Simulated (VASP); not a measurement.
# Sc4Be (Pm-3m) in VASP: further runs

Runs on Sc4Be. Level: PBE. Tasks: single point, relaxation of cell and atoms.

Program: VASP 6.6.1. These are calculated values, not measurements. Logs are shortened: lines on timing, memory, paths and dates and some standing lists are left out, and cuts for length are marked.

## (1) The cell of the first run

It takes space group Pm-3m (No. 221, cubic). The conventional cell has a = 4.534 Å, b = 4.534 Å, c = 4.534 Å, α = 90.00°, β = 90.00°, γ = 90.00°. Within 3.0 Å of Sc (site symmetry 4/mmm) lie 2 Be at 2.27 Å. Sc (site symmetry m-3m) has 12 Sc at 3.21 Å and 8 Be at 3.93 Å within 4.2 Å. Within 3.0 Å of Be (site symmetry m-3m) lie 6 Sc at 2.27 Å.

## (2) Single point, PBE

File INCAR:

```
PREC = Accurate
ENCUT = 520
EDIFF = 1E-7
ISMEAR = 0
SIGMA = 0.1
LREAL = F
LASPH = T
NELM = 80
ALGO = Normal
ISIF = 2
LWAVE = F
LCHARG = F
GGA = PE
NBANDS = 31
```

File KPOINTS:

```
Automatic mesh
0
Gamma
  4 4 4
```

File POSCAR:

```
Sc4Be
1.0
    4.5340031900      0.0000000000      0.0000000000
    0.0000000000      4.5340031900      0.0000000000
    0.0000000000      0.0000000000      4.5340031900
Sc Be
4 1
Direct
    0.0000000000      0.5000000000      0.5000000000
    0.5000000000      0.0000000000      0.5000000000
    0.5000000000      0.5000000000      0.0000000000
    0.0000000000      0.0000000000      0.0000000000
    0.5000000000      0.5000000000      0.5000000000
```

Potentials or basis: VASP PAW PBE potentials, release 64 (Sc_sv, Be).

Launch:

```sh
$ cat potpaw_PBE.64/Sc_sv/POTCAR potpaw_PBE.64/Be/POTCAR > POTCAR
$ mpirun -np 1 vasp_std > vasp.out
```

OUTCAR:

```text
PREC = Accurate
   ENCUT = 520
   EDIFF = 1E-7
   ISMEAR = 0
   LREAL = F
   LASPH = T
   NELM = 80
   ISIF = 2
   GGA = PE

 ion  position               nearest neighbor table
   1  0.000  0.500  0.500-   5 2.27   5 2.27   4 3.21   2 3.21   3 3.21   4 3.21   2 3.21   4 3.21
                             4 3.21   2 3.21   3 3.21   3 3.21   3 3.21   2 3.21
   2  0.500  0.000  0.500-   5 2.27   5 2.27   4 3.21   1 3.21   3 3.21   4 3.21   1 3.21   3 3.21
                             3 3.21   3 3.21   1 3.21   4 3.21   4 3.21   1 3.21
   3  0.500  0.500  0.000-   5 2.27   5 2.27   4 3.21   1 3.21   1 3.21   2 3.21   2 3.21   2 3.21
                             4 3.21   2 3.21   1 3.21   4 3.21   1 3.21   4 3.21
   4  0.000  0.000  0.000-   1 3.21   2 3.21   3 3.21   1 3.21   2 3.21   1 3.21   3 3.21   1 3.21
                             2 3.21   3 3.21   2 3.21   3 3.21
   5  0.500  0.500  0.500-   1 2.27   2 2.27   3 2.27   3 2.27   2 2.27   1 2.27

  LATTYP: Found a simple cubic cell.
 ALAT       =     4.5340031900

  Lattice vectors:

 A1 = (   4.5340031900,   0.0000000000,   0.0000000000)
 A2 = (   0.0000000000,   4.5340031900,   0.0000000000)
 A3 = (   0.0000000000,   0.0000000000,   4.5340031900)

Analysis of symmetry for initial positions (statically):
=====================================================================
 Subroutine PRICEL returns:
 Original cell was already a primitive cell.

 Routine SETGRP: Setting up the symmetry group for a
 simple cubic supercell.

 Subroutine GETGRP returns: Found 48 space group operations
 (whereof 48 operations were pure point group operations)
 out of a pool of 48 trial point group operations.

The static configuration has the point symmetry O_h .

Analysis of symmetry for dynamics (positions and initial velocities):
=====================================================================
 Subroutine PRICEL returns:
 Original cell was already a primitive cell.

 Routine SETGRP: Setting up the symmetry group for a
 simple cubic supercell.

 Subroutine GETGRP returns: Found 48 space group operations
 (whereof 48 operations were pure point group operations)
 out of a pool of 48 trial point group operations.

The dynamic configuration has the point symmetry O_h .

 Subroutine INISYM returns: Found 48 space group operations
 (whereof 48 operations are pure point group operations),
 and found     1 'primitive' translations

----------------------------------------------------------------------------------------

                                     Primitive cell

  volume of cell :      93.2063

  direct lattice vectors                    reciprocal lattice vectors
     4.534003190  0.000000000  0.000000000     0.220555645  0.000000000  0.000000000
     0.000000000  4.534003190  0.000000000     0.000000000  0.220555645  0.000000000
     0.000000000  0.000000000  4.534003190     0.000000000  0.000000000  0.220555645

  length of vectors
     4.534003190  4.534003190  4.534003190     0.220555645  0.220555645  0.220555645

  position of ions in fractional coordinates (direct lattice)
     0.000000000  0.500000000  0.500000000
     0.500000000  0.000000000  0.500000000
     0.500000000  0.500000000  0.000000000
     0.000000000  0.000000000  0.000000000
     0.500000000  0.500000000  0.500000000

  ion indices of the primitive-cell ions
   primitive index   ion index
                 1           1
                 2           2
                 3           3
                 4           4
                 5           5

----------------------------------------------------------------------------------------

 KPOINTS: Automatic mesh

Automatic generation of k-mesh.
 Grid dimensions read from file:
 generate k-points for:    4    4    4

 Generating k-lattice:

  Cartesian coordinates                     Fractional coordinates (reciprocal lattice)
     0.055138911  0.000000000  0.000000000     0.250000000  0.000000000  0.000000000
     0.000000000  0.055138911  0.000000000     0.000000000  0.250000000  0.000000000
     0.000000000  0.000000000  0.055138911     0.000000000  0.000000000  0.250000000

  Length of vectors
     0.055138911  0.055138911  0.055138911

  Shift w.r.t. Gamma in fractional coordinates (k-lattice)
     0.000000000  0.000000000  0.000000000

 Subroutine IBZKPT returns following result:
 ===========================================

 Found     10 irreducible k-points:

 Following reciprocal coordinates:
            Coordinates               Weight
  0.000000  0.000000  0.000000      1.000000
  0.250000  0.000000  0.000000      6.000000
  0.500000  0.000000  0.000000      3.000000
  0.250000  0.250000  0.000000     12.000000
  0.500000  0.250000  0.000000     12.000000
  0.500000  0.500000  0.000000      3.000000
  0.250000  0.250000  0.250000      8.000000
  0.500000  0.250000  0.250000     12.000000
  0.500000  0.500000  0.250000      6.000000
  0.500000  0.500000  0.500000      1.000000
   k-points           NKPTS =     10   k-points in BZ     NKDIM =     10   number of bands    NBANDS=     31
   number of dos      NEDOS =    301   number of ions     NIONS =      5
   total plane-waves  NPLWV =  46656
   dimension x,y,z NGX =    36 NGY =   36 NGZ =   36
   dimension x,y,z NGXF=    72 NGYF=   72 NGZF=   72
   ions per type =               4   1
   NGX,Y,Z   is equivalent  to a cutoff of  13.20, 13.20, 13.20 a.u.
   NGXF,Y,Z  is equivalent  to a cutoff of  26.40, 26.40, 26.40 a.u.
 SYSTEM =  unknown system
   PREC   = accura    normal or accurate (medium, high low for compatibility)
   ISTART =      0    job   : 0-new  1-cont  2-samecut
   ICHARG =      2    charge: 1-file 2-atom 10-const
   ISPIN  =      1    spin polarized calculation?
   LNONCOLLINEAR =      F non collinear calculations
   LSORBIT =      F    spin-orbit coupling
   LASPH  =      T    aspherical Exc in radial PAW
   ENCUT  =  520.0 eV  38.22 Ry    6.18 a.u.   8.43  8.43  8.43*2*pi/ulx,y,z
   NELM   =     80;   NELMIN=  2; NELMDL= -5     # of ELM steps
   EDIFF  = 0.1E-06   stopping-criterion for ELM
   LREAL  =      F    real-space projection
   EDIFFG = 0.1E-05   stopping-criterion for IOM
   NSW    =      0    number of steps for IOM
   IBRION =     -1    ionic relax: 0-MD 1-quasi-New 2-CG
   NFREE  =      0    steps in history (QN), initial steepest desc. (CG)
   ISIF   =      2    stress and relaxation
   ISYM   =      2    0-nonsym 1-usesym 2-fastsym
   POTIM  = 0.5000    time-step for ionic-motion
   TEBEG  =    0.0;   TEEND  =   0.0 temperature during run
   PSTRESS=    0.0 pullay stress
   NELECT =      46.0000    total number of electrons
   NUPDOWN=      -1.0000    fix difference up-down
   EMIN   =  10.00;   EMAX   =-10.00  energy-range for DOS
   EFERMI =   0.00;   METHOD = LEGACY
   ISMEAR =     0;   SIGMA  =   0.10  broadening in eV -4-tet -1-fermi 0-gaus
   EFERMI_NEDOS =   21; number of points for ismear=-14 and -15
   IALGO  =     38    algorithm
   IMIX   =      4    mixing-type and parameters
     AMIX     =   0.40;   BMIX     =  1.00
     AMIX_MAG =   1.60;   BMIX_MAG =  1.00
  volume/ion in A,a.u.               =      18.64       125.80
  Fermi-wavevector in a.u.,A,eV,Ry     =   1.293736  2.444806 22.772785  1.673753
  Thomas-Fermi vector in A             =   2.425363
   LORBIT       =      0    0 simple, 1 ext, 2 COOP (PROOUT), +10 PAW based schemes
   GGA     = PE    functional components
   LHFCALC =     F    Hartree Fock is set to
   AEXX    =    0.0000 exact exchange contribution
   IVDW    =     0    specifies the selected vdW correction
   LEPSILON=     F    determine dielectric tensor
   LRPA    =     F    only Hartree local field effects (RPA)
 non-spin polarized calculation
 Gauss-broadening in eV      SIGMA  =   0.10
  energy-cutoff  :      520.00
  volume of cell :       93.21
 maximum number of plane-waves:      2522
 NGX is ok and might be reduce to    36
   NGX = 17   NGY = 17   NGZ = 17

 number of electron      46.0000025 magnetization

 Free energy of the ion-electron system (eV)
  ---------------------------------------------------
  ext. energy  EPLUGINS =         0.00000000
  ---------------------------------------------------
  free energy    TOTEN  =       -26.18758657 eV

  energy without entropy =      -26.16977477  energy(sigma->0) =      -26.17868067

 E-fermi :   4.6833     XC(G=0): -10.4340

 val. band max:        4.6758668672   @ k =   0.5000   0.5000   0.2500
 cond. band min:       4.7288588097   @ k =   0.5000   0.5000   0.0000
 fundamental gap:      0.0529919424
 Fermi energy:         4.6833430587

 k-point     1 :       0.0000    0.0000    0.0000
  band No.  band energies     occupation
      1     -44.9199      2.00000
      2     -44.0879      2.00000
      3     -44.0092      2.00000
      4     -44.0092      2.00000
      5     -23.6000      2.00000
      6     -23.6000      2.00000
[... 23 lines left out ...]
     30       7.7845      0.00000
     31       7.7845      0.00000

 k-point     2 :       0.2500    0.0000    0.0000
  band No.  band energies     occupation
      1     -44.9190      2.00000
      2     -44.0786      2.00000
      3     -44.0196      2.00000
      4     -44.0091      2.00000
      5     -23.5905      2.00000
      6     -23.5905      2.00000
[... 23 lines left out ...]
     30       7.2297      0.00000
     31       7.5716      0.00000

 k-point     3 :       0.5000    0.0000    0.0000
  band No.  band energies     occupation
      1     -44.9182      2.00000
      2     -44.0633      2.00000
      3     -44.0360      2.00000
      4     -44.0090      2.00000
      5     -23.5808      2.00000
      6     -23.5808      2.00000
[... 23 lines left out ...]
     30       6.8444      0.00000
     31       6.8444      0.00000

 k-point     4 :       0.2500    0.2500    0.0000
  band No.  band energies     occupation
      1     -44.9184      2.00000
      2     -44.0700      2.00000
      3     -44.0229      2.00000
      4     -44.0150      2.00000
      5     -23.5960      2.00000
      6     -23.5821      2.00000
[... 23 lines left out ...]
     30       7.1336      0.00000
     31       7.2794      0.00000

 k-point     5 :       0.5000    0.2500    0.0000
  band No.  band energies     occupation
      1     -44.9178      2.00000
      2     -44.0554      2.00000
      3     -44.0362      2.00000
      4     -44.0170      2.00000
      5     -23.5878      2.00000
      6     -23.5841      2.00000
[... 23 lines left out ...]
     30       6.7963      0.00000
     31       7.1477      0.00000

 k-point     6 :       0.5000    0.5000    0.0000
  band No.  band energies     occupation
      1     -44.9173      2.00000
      2     -44.0365      2.00000
      3     -44.0365      2.00000
      4     -44.0360      2.00000
      5     -23.5945      2.00000
      6     -23.5945      2.00000
[... 23 lines left out ...]
     30       6.5704      0.00000
     31       6.6993      0.00000

 k-point     7 :       0.2500    0.2500    0.2500
  band No.  band energies     occupation
      1     -44.9180      2.00000
      2     -44.0628      2.00000
      3     -44.0228      2.00000
      4     -44.0228      2.00000
      5     -23.5988      2.00000
      6     -23.5988      2.00000
[... 23 lines left out ...]
     30       6.9483      0.00000
     31       6.9483      0.00000

 k-point     8 :       0.5000    0.2500    0.2500
  band No.  band energies     occupation
      1     -44.9175      2.00000
      2     -44.0498      2.00000
      3     -44.0363      2.00000
      4     -44.0227      2.00000
      5     -23.6017      2.00000
      6     -23.5967      2.00000
[... 23 lines left out ...]
     30       6.4969      0.00000
     31       6.7941      0.00000

 k-point     9 :       0.5000    0.5000    0.2500
  band No.  band energies     occupation
      1     -44.9172      2.00000
      2     -44.0364      2.00000
      3     -44.0364      2.00000
      4     -44.0361      2.00000
      5     -23.6091      2.00000
      6     -23.6091      2.00000
[... 23 lines left out ...]
     30       6.3706      0.00000
     31       6.3706      0.00000

 k-point    10 :       0.5000    0.5000    0.5000
  band No.  band energies     occupation
      1     -44.9171      2.00000
      2     -44.0363      2.00000
      3     -44.0363      2.00000
      4     -44.0363      2.00000
      5     -23.6234      2.00000
      6     -23.6234      2.00000
[... 23 lines left out ...]
     30       6.4540      0.00000
     31       6.4540      0.00000

------------------------ aborting loop because EDIFF is reached ----------------------------------------

  FORCE on cell =-STRESS in cart. coord.  units (eV):
  Direction    XX          YY          ZZ          XY          YZ          ZX
  --------------------------------------------------------------------------------------
  -------------------------------------------------------------------------------------
  Total       10.9232068     10.9232068     10.9232068     -0.0000000     -0.0000000      0.0000000
  in kB      187.7652728    187.7652728    187.7652728     -0.0000000     -0.0000000      0.0000000
  external PRESSURE =     187.7652728 kB  Pullay stress =       0.0000000 kB

 VOLUME and BASIS-vectors are now :
 -----------------------------------------------------------------------------
  energy-cutoff  :      520.00
  volume of cell :       93.21
      direct lattice vectors                 reciprocal lattice vectors
     4.534003190  0.000000000  0.000000000     0.220555645  0.000000000  0.000000000
     0.000000000  4.534003190  0.000000000     0.000000000  0.220555645  0.000000000
     0.000000000  0.000000000  4.534003190     0.000000000  0.000000000  0.220555645

 POSITION                                       TOTAL-FORCE (eV/Angst)
 -----------------------------------------------------------------------------------
      0.00000      2.26700      2.26700         0.000000      0.000000      0.000000
      2.26700      0.00000      2.26700         0.000000      0.000000      0.000000
      2.26700      2.26700      0.00000         0.000000      0.000000      0.000000
      0.00000      0.00000      0.00000         0.000000      0.000000      0.000000
      2.26700      2.26700      2.26700         0.000000      0.000000      0.000000
 -----------------------------------------------------------------------------------
    total drift:                                0.000000      0.000000      0.000000

  FREE ENERGIE OF THE ION-ELECTRON SYSTEM (eV)
  ---------------------------------------------------
  free  energy   TOTEN  =       -26.1875865697 eV

  energy  without entropy=      -26.1697747663  energy(sigma->0) =      -26.17868067
```

Wall time 82 s (1 thread of Oxide Virtual Turin-like, shared host); peak memory 0.17 GiB.

What came out:

```
Free energy            : -26.1876 eV
Pressure               : 18.8 GPa
Band gap on the k mesh : zero (band 23 reaches 4.95 eV, above the bottom of band 24 at 4.52 eV)
```

## (3) Single point, PBE

This run uses another cell than the first one, of 23.57 Å³/atom, 1.264 times its volume.

File INCAR:

```
SYSTEM = Sc4Be
PREC = Accurate ; ENCUT = 520
EDIFF = 1E-6 ; ISMEAR = 0
SIGMA = 0.1 ; LREAL = .FALSE.
LASPH = .TRUE. ; NELM = 100
ALGO = Fast ; ISIF = 2
LWAVE = .FALSE. ; LCHARG = .FALSE.
GGA = PE ; NBANDS = 31
```

File KPOINTS:

```
regular mesh
0
G
  8 8 8
  0 0 0
```

POSCAR: that of step 2 with these lines changed.

```diff
@@ -2,5 +2,5 @@
 1.0
-    4.5340031900      0.0000000000      0.0000000000
-    0.0000000000      4.5340031900      0.0000000000
-    0.0000000000      0.0000000000      4.5340031900
+    4.9028249657      0.0000000000      0.0000000000
+    0.0000000000      4.9028249657      0.0000000000
+    0.0000000000      0.0000000000      4.9028249657
 Sc Be
```

Potentials or basis: VASP PAW PBE potentials, release 64 (Sc_sv, Be).

Launch:

```sh
$ cat potpaw_PBE.64/Sc_sv/POTCAR potpaw_PBE.64/Be/POTCAR > POTCAR
$ mpirun -np 1 vasp_std > vasp.out
```

Wall time 6.5 min (1 thread of Oxide Virtual Turin-like, shared host); peak memory 0.23 GiB.

Results (log left out):

| Item | Value |
| --- | --- |
| Free energy | -27.4047 eV |
| Pressure | 0.0 GPa |
| Band gap on the k mesh | zero (band 23 reaches 3.37 eV, above the bottom of band 24 at 3.18 eV) |

Levels at points of the mesh, in eV from the Fermi level:
| k point | band 19 | band 20 | band 21 | band 22 | band 23 | band 24 | band 25 | band 26 | band 27 | band 28 |
| --- | --- | --- | --- | --- | --- | --- | --- | --- | --- | --- |
| (0.00, 0.00, 0.00) | -1.15 | -1.15 | -0.42 | -0.42 | -0.42 | 0.29 | 0.29 | 0.29 | 1.39 | 1.39 |
| (0.50, 0.00, 0.00) | -1.03 | -0.56 | -0.56 | -0.47 | -0.01 | 0.22 | 0.22 | 0.36 | 0.40 | 1.58 |
| (0.50, 0.50, 0.00) | -2.45 | -1.82 | -0.65 | 0.14 | 0.14 | 0.23 | 0.23 | 0.28 | 0.47 | 0.61 |
| (0.50, 0.50, 0.50) | -2.45 | -2.19 | -1.50 | -0.02 | -0.02 | -0.02 | 0.52 | 0.52 | 0.52 | 1.18 |

## (4) Relaxation of cell and atoms, PBE

This run uses another cell than the first one, of 23.45 Å³/atom, 1.258 times its volume.

File INCAR:

```
SYSTEM = Sc4Be
ALGO     = Fast           ! electronic algorithm
EDIFF    = 1E-7           ! SCF threshold, eV
EDIFFG   = -0.01          ! ionic threshold
ENCUT    = 600            ! plane-wave cutoff, eV
GGA      = PE             ! functional
IBRION   = 2              ! ionic algorithm
ISIF     = 3              ! what is computed and relaxed
ISMEAR   = 0              ! smearing method
LASPH    = .True.         ! aspherical terms in the spheres
LCHARG   = .False.        ! write CHGCAR
LREAL    = .False.        ! projectors in reciprocal space
LWAVE    = .False.        ! write WAVECAR
NELM     = 80             ! most SCF steps
NSW      = 100            ! ionic steps
PREC     = Accurate       ! precision mode
SIGMA    = 0.1            ! smearing width, eV
```

File KPOINTS:

```
k-points
0
Gamma
  8 8 8
  0 0 0
```

POSCAR: that of step 3 with these lines changed.

```diff
@@ -2,5 +2,5 @@
 1.0
-    4.9028249657      0.0000000000      0.0000000000
-    0.0000000000      4.9028249657      0.0000000000
-    0.0000000000      0.0000000000      4.9028249657
+    4.8943699048      0.0000000000      0.0000000000
+    0.0000000000      4.8943699048      0.0000000000
+    0.0000000000      0.0000000000      4.8943699048
 Sc Be
```

Launch:

```sh
$ cat potpaw_PBE.64/Sc_sv/POTCAR potpaw_PBE.64/Be/POTCAR > POTCAR
$ mpirun -np 1 vasp_std > vasp.out
```

Wall time 13 min (1 thread of Oxide Virtual Turin-like, shared host); peak memory 0.28 GiB.

It converged, with:

```
Free energy                            : -27.4051 eV
Relaxed volume                         : 23.63 Å³/atom
Relaxed cell                           : a = 4.907 Å, b = 4.907 Å, c = 4.907 Å, α = 90.00°, β = 90.00°, γ = 90.00°
Space group after relaxing (to 0.05 Å) : Pm-3m (No. 221)
Energy gained by relaxing              : 0.2 meV/atom
Ionic steps                            : 2
Pressure after relaxing                : -0.1 GPa
Band gap on the k mesh                 : zero (band 23 reaches 3.35 eV, above the bottom of band 24 at 3.17 eV)
```

The path:
```tsv
step	energy change (eV)	largest force (eV/Å)	pressure (GPa)	volume (Å³)
1	0.0000	0.0000	0.37	117.24
2	-0.0009	0.0000	-0.06	118.17
```

Final structure:
```xyz
5
Lattice="4.9072 0.0000 0.0000 0.0000 4.9072 0.0000 0.0000 0.0000 4.9072" Properties=species:S:1:pos:R:3 pbc="T T T"
Sc    0.0000    2.4536    2.4536
Sc    2.4536    0.0000    2.4536
Sc    2.4536    2.4536    0.0000
Sc    0.0000    0.0000    0.0000
Be    2.4536    2.4536    2.4536
```

Levels at points of the mesh, in eV from the Fermi level:
```tsv
k point	band 20	band 21	band 22	band 23	band 24	band 25	band 26	band 27
(0.00, 0.00, 0.00)	-1.15	-0.42	-0.42	-0.42	0.28	0.28	0.28	1.38
(0.50, 0.00, 0.00)	-0.56	-0.56	-0.47	-0.01	0.22	0.22	0.36	0.40
(0.50, 0.50, 0.00)	-1.82	-0.65	0.14	0.14	0.23	0.23	0.28	0.60
(0.50, 0.50, 0.50)	-2.20	-1.50	-0.02	-0.02	-0.02	0.52	0.52	0.52
```

## (5) The runs side by side

| task | cell | k mesh | cutoff (eV) | gap on the mesh (eV) | pressure (GPa) |
| --- | --- | --- | --- | --- | --- |
| single point | a = 4.534 Å, 5 atoms | 4 × 4 × 4 | 520 | none | 18.8 |
| single point | a = 4.903 Å, 5 atoms | 8 × 8 × 8 | 520 | none | 0.0 |
| relaxation of cell and atoms | relaxed from a = 4.894 Å, 5 atoms | 8 × 8 × 8 | 600 | none | -0.1 |

Alike in all rows: level PBE; potentials or basis VASP PAW PBE potentials, release 64 (Sc_sv, Be); no spin polarisation; smearing gaussian 0.1 eV.

Total energies depend on the potentials used, so only differences within one code and one set of settings carry meaning.
